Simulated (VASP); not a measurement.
# SiNi3 (P1) in VASP: single point with PBEsol

Aim: the single point of SiNi3 with PBEsol.

Program: VASP 6.6.1. These are calculated values, not measurements. Logs are shortened: lines on timing, memory, paths and dates and some standing lists are left out, and cuts for length are marked.

## (1) The cell of the first run

The typed cell holds 4 atoms: a = 3.273 Å, b = 3.976 Å, c = 3.138 Å, α = 84.05°, β = 91.93°, γ = 82.72°.

## (2) Single point, PBEsol (atoms moved at random and the cell strained at random)

Input file INCAR:

```
PREC = Accurate ; ENCUT = 520
EDIFF = 1E-6 ; ISMEAR = 0
SIGMA = 0.15 ; LREAL = F
LASPH = T ; NELM = 100
ALGO = Fast ; ISIF = 2
LWAVE = F ; LCHARG = F
GGA = PS ; NBANDS = 25
```

Input file KPOINTS:

```
Automatic mesh
0
Gamma
  10 10 10
```

Input file POSCAR:

```
SiNi3
1.0
    3.2648662086      0.2297081911     -0.0606449719
    0.2297081911      3.9654198557      0.1843151248
   -0.0606449719      0.1843151248      3.1321171554
Si Ni
1 3
Direct
   -0.0531477072      0.0242065863     -0.0488790216
    0.0218478281      0.4845349859      0.4877362094
    0.5517769563      0.0033892588      0.5983591838
    0.4795229228      0.4878691690     -0.0372163716
```

Potentials or basis: VASP PAW PBE potentials, release 64 (Si, Ni).

Launch:

```console
$ cat potpaw_PBE.64/Si/POTCAR potpaw_PBE.64/Ni/POTCAR > POTCAR
$ mpirun -np 1 vasp_std > vasp.out
```

OUTCAR:

```text
PREC = Accurate
   ENCUT = 520
   EDIFF = 1E-6
   ISMEAR = 0
   LREAL = F
   LASPH = T
   NELM = 100
   ISIF = 2
   GGA = PS

 ion  position               nearest neighbor table
   1  0.947  0.024  0.951-   3 1.69   4 2.25   2 2.26   3 2.30   3 2.44   2 2.57   4 2.57   2 2.64
                             4 2.70   2 2.71   4 2.78   3 2.78
   2  0.022  0.485  0.488-   4 2.08   1 2.26   4 2.26   4 2.36   4 2.38   3 2.40   3 2.47   1 2.57
                             3 2.61   1 2.64   1 2.71   3 2.90
   3  0.552  0.003  0.598-   1 1.69   4 2.28   1 2.30   4 2.33   2 2.40   1 2.44   2 2.47   2 2.61
                             4 2.61   1 2.78   2 2.90   4 3.03
   4  0.480  0.488  0.963-   2 2.08   1 2.25   2 2.26   3 2.28   3 2.33   2 2.36   2 2.38   1 2.57
                             3 2.61   1 2.70   1 2.78   3 3.03

  LATTYP: Found a triclinic cell.
 ALAT       =     3.2734988966
 B/A-ratio  =     1.4083690328
 C/A-ratio  =     1.2147068716
 COS(alpha) =     0.0193881368
 COS(beta)  =     0.1267369746
 COS(gamma) =     0.7329414448

  Lattice vectors:

 A1 = (   3.2648662086,   0.2297081911,  -0.0606449719)
 A2 = (   3.3255111805,   0.0453930663,  -3.1927621273)
 A3 = (   0.2297081911,   3.9654198557,   0.1843151248)

Analysis of symmetry for initial positions (statically):
=====================================================================
 Subroutine PRICEL returns:
 Original cell was already a primitive cell.

 Routine SETGRP: Setting up the symmetry group for a
 triclinic supercell.

 Subroutine GETGRP returns: Found  1 space group operations
 (whereof  1 operations were pure point group operations)
 out of a pool of  2 trial point group operations.

The static configuration has the point symmetry C_1 .

Analysis of symmetry for dynamics (positions and initial velocities):
=====================================================================
 Subroutine PRICEL returns:
 Original cell was already a primitive cell.

 Routine SETGRP: Setting up the symmetry group for a
 triclinic supercell.

 Subroutine GETGRP returns: Found  1 space group operations
 (whereof  1 operations were pure point group operations)
 out of a pool of  2 trial point group operations.

The dynamic configuration has the point symmetry C_1 .

 Subroutine INISYM returns: Found  1 space group operations
 (whereof  1 operations are pure point group operations),
 and found     1 'primitive' translations
[... 97 lines left out ...]
   ENCUT  =  520.0 eV  38.22 Ry    6.18 a.u.   6.09  7.39  5.83*2*pi/ulx,y,z
   NELM   =    100;   NELMIN=  2; NELMDL= -5     # of ELM steps
   EDIFF  = 0.1E-05   stopping-criterion for ELM
   LREAL  =      F    real-space projection
   EDIFFG = 0.1E-04   stopping-criterion for IOM
   NSW    =      0    number of steps for IOM
   IBRION =     -1    ionic relax: 0-MD 1-quasi-New 2-CG
   NFREE  =      0    steps in history (QN), initial steepest desc. (CG)
   ISIF   =      2    stress and relaxation
   ISYM   =      2    0-nonsym 1-usesym 2-fastsym
   POTIM  = 0.5000    time-step for ionic-motion
   TEBEG  =    0.0;   TEEND  =   0.0 temperature during run
   PSTRESS=    0.0 pullay stress
   NELECT =      34.0000    total number of electrons
   NUPDOWN=      -1.0000    fix difference up-down
   EMIN   =  10.00;   EMAX   =-10.00  energy-range for DOS
   EFERMI =   0.00;   METHOD = LEGACY
   ISMEAR =     0;   SIGMA  =   0.15  broadening in eV -4-tet -1-fermi 0-gaus
   EFERMI_NEDOS =   21; number of points for ismear=-14 and -15
   IALGO  =     68    algorithm
   IMIX   =      4    mixing-type and parameters
     AMIX     =   0.40;   BMIX     =  1.00
     AMIX_MAG =   1.60;   BMIX_MAG =  1.00
  volume/ion in A,a.u.               =      10.06        67.91
  Fermi-wavevector in a.u.,A,eV,Ry     =   1.547500  2.924350 32.582618  2.394755
  Thomas-Fermi vector in A             =   2.652584
   LORBIT       =      0    0 simple, 1 ext, 2 COOP (PROOUT), +10 PAW based schemes
   GGA     = PS    functional components
   LHFCALC =     F    Hartree Fock is set to
   AEXX    =    0.0000 exact exchange contribution
   IVDW    =     0    specifies the selected vdW correction
   LEPSILON=     F    determine dielectric tensor
   LRPA    =     F    only Hartree local field effects (RPA)
 non-spin polarized calculation
 RMM-DIIS sequential band-by-band and
 Gauss-broadening in eV      SIGMA  =   0.15
  energy-cutoff  :      520.00
  volume of cell :       40.25
 maximum number of plane-waves:      1103
   NGX = 13   NGY = 15   NGZ = 11

 number of electron      33.9999998 magnetization

 Free energy of the ion-electron system (eV)
  ---------------------------------------------------
  ext. energy  EPLUGINS =         0.00000000
  ---------------------------------------------------
  free energy    TOTEN  =       -21.95835088 eV

  energy without entropy =      -21.93385605  energy(sigma->0) =      -21.94610347

 E-fermi :  11.7012     XC(G=0): -13.5210

 val. band max:       11.6954457877   @ k =  -0.3000   0.5000   0.3000
 cond. band min:      11.7032511455   @ k =   0.2000   0.5000   0.4000
 fundamental gap:      0.0078053579
 Fermi energy:        11.7011927658

 k-point     1 :       0.0000    0.0000    0.0000
  band No.  band energies     occupation
      1      -0.9101      2.00000
      2       5.9381      2.00000
      3       6.5042      2.00000
      4       6.7931      2.00000
      5       6.9766      2.00000
      6       7.5764      2.00000
[... 661 lines left out ...]
     24      22.1488      0.00000
     25      23.1186      0.00000

 [... further k-points ...]

------------------------ aborting loop because EDIFF is reached ----------------------------------------

  FORCE on cell =-STRESS in cart. coord.  units (eV):
  Direction    XX          YY          ZZ          XY          YZ          ZX
  --------------------------------------------------------------------------------------
  -------------------------------------------------------------------------------------
  Total       20.6461406      1.4052553     16.1162322      1.3118686      1.0830814     13.0067034
  in kB      821.7460978     55.9311830    641.4492256     52.2142579     43.1081984    517.6855049
  external PRESSURE =     506.3755021 kB  Pullay stress =       0.0000000 kB

 VOLUME and BASIS-vectors are now :
 -----------------------------------------------------------------------------
  energy-cutoff  :      520.00
  volume of cell :       40.25
      direct lattice vectors                 reciprocal lattice vectors
     3.264866209  0.229708191 -0.060644972     0.307698824 -0.018150894  0.007025877
     0.229708191  3.965419856  0.184315125    -0.018150894  0.253942476 -0.015295149
    -0.060644972  0.184315125  3.132117155     0.007025877 -0.015295149  0.320308967

 POSITION                                       TOTAL-FORCE (eV/Angst)
 -----------------------------------------------------------------------------------
      3.03923      0.48879      2.92606        10.690040      0.833652      9.801461
      0.15305      2.01630      1.61563        -2.005007      0.708164     -1.970440
      1.76597      0.25047      1.84129        -9.873724     -2.241224    -10.412620
      1.61926      2.22221      3.07639         1.188690      0.699409      2.581599
 -----------------------------------------------------------------------------------
    total drift:                                0.000570      0.000315     -0.000009

  FREE ENERGIE OF THE ION-ELECTRON SYSTEM (eV)
  ---------------------------------------------------
  free  energy   TOTEN  =       -21.9583508841 eV

  energy  without entropy=      -21.9338560550  energy(sigma->0) =      -21.94610347
```

stdout:

```text
POSCAR found type information on POSCAR SiNi
 POSCAR found :  2 types and       4 ions
 scaLAPACK will be used
 -----------------------------------------------------------------------------
|                                                                             |
|                                                                             |
|     You enforced a specific xc type in the INCAR file but a different       |
|     I HOPE YOU KNOW WHAT YOU ARE DOING!                                     |
|                                                                             |
 -----------------------------------------------------------------------------

 LDA part: xc-table for (Slater+PW92), standard interpolation
 POSCAR, INCAR and KPOINTS ok, starting setup
 FFT: planning ... GRIDC
 FFT: planning ... GRID_SOFT
 FFT: planning ... GRID
 WAVECAR not read
 entering main loop
```

It took 11 min on 1 thread of Intel Xeon 8259CL, shared host; peak memory 0.49 GiB.

Results:

```yaml
Free_energy: -21.9584 eV
Pressure: 50.6 GPa
Largest_force: 14.527 eV/Å
Band_gap_on_the_k_mesh: zero (bands 17 and 18 overlap by 0.97 eV)
```

Forces in eV/Å, atoms in the order of the input:
```
Si   10.690   0.834   9.801
Ni   -2.005   0.708  -1.970
Ni   -9.874  -2.241 -10.413
Ni    1.189   0.699   2.582
```

Caveat: the cell differs from its parent crystal (atoms moved at random and the cell strained at random); the cell stands under pressure; the PAW data sets were made with another functional, which shifts forces and pressure a little. Spin polarisation is off, so any magnetic state and its effect on volume and gap are missing.
